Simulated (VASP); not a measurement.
Wanted: the native input for a VASP 6.6.1 run.

- Task: single point
- Functional: PBE
- Potentials or basis: VASP PAW PBE potentials, release 64 (Mg)
- Cutoff: 520 eV
- k mesh: 10 × 10 × 3
- Occupations: fermi-dirac, width 0.05 eV
- Spin: no spin polarisation
- Dipole correction: no
- Further INCAR settings: ALGO = Fast; EDIFF = 1e-06; NBANDS = 12

The structure of Mg lies in POSCAR:

```
Mg
1.0
    3.1978653626      0.0000000000      0.0000000000
   -1.5989326813      2.7694326419      0.0000000000
    0.0000000000      0.0000000000     10.3872008361
Mg
4
Direct
    0.6666666667      0.3333333333      0.7500000000
    0.0000000000      0.0000000000      0.5000000000
    0.3333333333      0.6666666667      0.2500000000
    0.0000000000      0.0000000000      0.0000000000
```

The input as run:

INCAR

```
SYSTEM = Mg
  PREC = Accurate
  ENCUT = 520
  EDIFF = 1E-6
  ISMEAR = -1
  SIGMA = 0.05
  LREAL = .FALSE.
  LASPH = .TRUE.
  NELM = 60
  ALGO = Fast
  ISIF = 2
  LWAVE = .FALSE.
  LCHARG = .FALSE.
  GGA = PE
  NBANDS = 12
```

KPOINTS

```
Automatic mesh
0
G
  10 10 3
  0 0 0
```

Potentials or basis: VASP PAW PBE potentials, release 64 (Mg).

Run with:

```bash
$ cat potpaw_PBE.64/Mg/POTCAR > POTCAR
$ mpirun -np 1 vasp_std > vasp.out
```

Results of the run:

```
Pressure               : 0.0 GPa
Band gap on the k mesh : zero (band 4 reaches 3.27 eV, above the bottom of band 5 at 1.38 eV)
```

It took 21 s on 1 thread of Intel(R) Xeon(R) Platinum 8488C (Sapphire Rapids) (shared host), peak memory 0.2 GiB.
